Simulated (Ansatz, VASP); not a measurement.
Si3Bi2TeSe2 in VASP and in Ansatz

```
Si Bi Te Se
1.0
     5.49762    0.00000    0.00000
    -2.74881    4.76108    0.00000
     0.00000    0.00000   10.00101
Si Bi Te Se
3 2 1 2
Direct
  0.14636 0.85364 0.88051
  0.14636 0.29272 0.88051
  0.70728 0.85364 0.88051
  0.66667 0.33333 0.74957
  0.33333 0.66667 0.34860
  0.33333 0.66667 0.63991
  0.66667 0.33333 0.34725
  0.33333 0.66667 0.05968
```

Alike in both runs: functional PBE; k mesh 3 × 3 × 1; occupations gaussian, width 0.15 eV; no spin polarisation.

Ansatz relaxed the structure, and its values are those at the end. VASP's run is a single point on that final structure, the one shown.

|  | VASP | Ansatz |
| --- | --- | --- |
| version | VASP 6.6.1 | Ansatz 0.2.0 |
| potentials or method | VASP PAW PBE potentials, release 64 (Si, Bi_d, Te, Se), cutoff 500 eV | scalar-relativistic, plane waves, PAW |
| valence electrons in the cell | 60 | 90 |

Ansatz gave:

* gap on the k mesh at the Fermi level (eV): none
* pressure (GPa): 0.0
* rms of the force components (eV/Å): 0.023

Problem. Which values does VASP return?

Solution. gap on the k mesh at the Fermi level (eV): none; pressure (GPa): 0.0; rms of the force components (eV/Å): 0.024.

A gap of «none» marks a metal or a gap that the smearing closes. VASP's potentials hold 60 valence electrons a cell and Ansatz's 90, so a difference there can come from the potentials and not from the codes.

The k mesh is coarse, so the values compare programs but aren't converged. Neither program's run includes spin-orbit coupling.
